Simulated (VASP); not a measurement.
Write the native input for VASP 6.6.1 that does the following.

| Property | Result |
| --- | --- |
| Task | single point |
| Functional | PBE |
| Potentials or basis | VASP PAW PBE potentials, release 64 (Cu, O) |
| Cutoff | 520 eV |
| k mesh | 4 × 4 × 2 |
| Occupations | gaussian, width 0.1 eV |
| Spin | no spin polarisation |
| Dipole correction | no |
| Further INCAR settings | ALGO = Normal; EDIFF = 1e-06; NBANDS = 25 |

The structure of CuO lies in POSCAR:

```
CuO
1.0
    2.3404404522     -1.7107783127     -0.0229301573
    2.3197430003      1.6824555157     -0.0101368612
   -0.8908838133      0.0240860588      5.0786274137
Cu O
2 2
Direct
   -0.0082652229      0.4939545091     -0.0055067082
    0.4909130835     -0.0195801087      0.4987901057
    0.5733962104      0.3983939412      0.2576963426
    0.3918683292      0.5610426818      0.7397132466
```

These files were run (other wordings do the same):

INCAR

```
SYSTEM = CuO
PREC = Accurate
ENCUT = 520
EDIFF = 1E-6
ISMEAR = 0
SIGMA = 0.1
LREAL = .FALSE.
LASPH = .TRUE.
NELM = 80
ALGO = Normal
ISIF = 2
LWAVE = .FALSE.
LCHARG = .FALSE.
GGA = PE
NBANDS = 25
```

KPOINTS

```
regular mesh
0
G
  4 4 2
  0 0 0
```

Potentials or basis: VASP PAW PBE potentials, release 64 (Cu, O).

Command:

```console
$ cat potpaw_PBE.64/Cu/POTCAR potpaw_PBE.64/O/POTCAR > POTCAR
$ mpirun -np 1 vasp_std > vasp.out
```

Results of the run:

```yaml
Pressure: 7.7 GPa
Largest_force: 0.838 eV/Å
Band_gap_on_the_k_mesh: zero (bands 17 and 18 overlap by 0.56 eV)
```

Caveat: the k points lie up to 0.62 Å⁻¹ apart, too coarse for converged energies and pressures of a metal; semilocal functionals often make such compounds metallic where correlation or magnetic order opens a gap, which also shifts bond lengths.

Wall time 10 s on 1 thread of Intel(R) Xeon(R) 6975P-C (Granite Rapids), on a shared host, peak memory 0.16 GiB.
